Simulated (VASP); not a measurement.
Input of a VASP 6.6.1 run:

Contents of INCAR:

```
SYSTEM = SiC
  PREC = Accurate
  ENCUT = 600
  EDIFF = 1E-6
  ISMEAR = 0
  SIGMA = 0.02
  LREAL = .FALSE.
  LASPH = .TRUE.
  NELM = 120
  ALGO = Normal
  ISIF = 2
  LWAVE = .FALSE.
  LCHARG = .FALSE.
  GGA = PS
  NBANDS = 11
  GGA_COMPAT = .FALSE.
```

KPOINTS

```
Automatic mesh
0
G
  16 16 16
  0 0 0
```

The input POSCAR:

```
SiC
1.0
    0.0000000000      1.7596161528      1.7596161528
    1.7596161528      0.0000000000      1.7596161528
    1.7596161528      1.7596161528      0.0000000000
C Si
1 1
Direct
    0.0000000000      0.0000000000      0.0000000000
    0.5000000000      0.5000000000      0.5000000000
```

Potentials or basis: VASP PAW PBE potentials, release 64 (C, Si).

Launch:

```console
$ cat potpaw_PBE.64/C/POTCAR potpaw_PBE.64/Si/POTCAR > POTCAR
$ mpirun -np 1 vasp_std > vasp.out
```

Question: Predict the pressure.

Answer: 251.3 GPa.

Question: Predict the band gap on the k mesh.

Answer: 0.05 eV, indirect (least direct gap 6.27 eV).

Caveat: the PAW data sets were made with another functional, which shifts forces and pressure a little. A k mesh can miss the band edges.
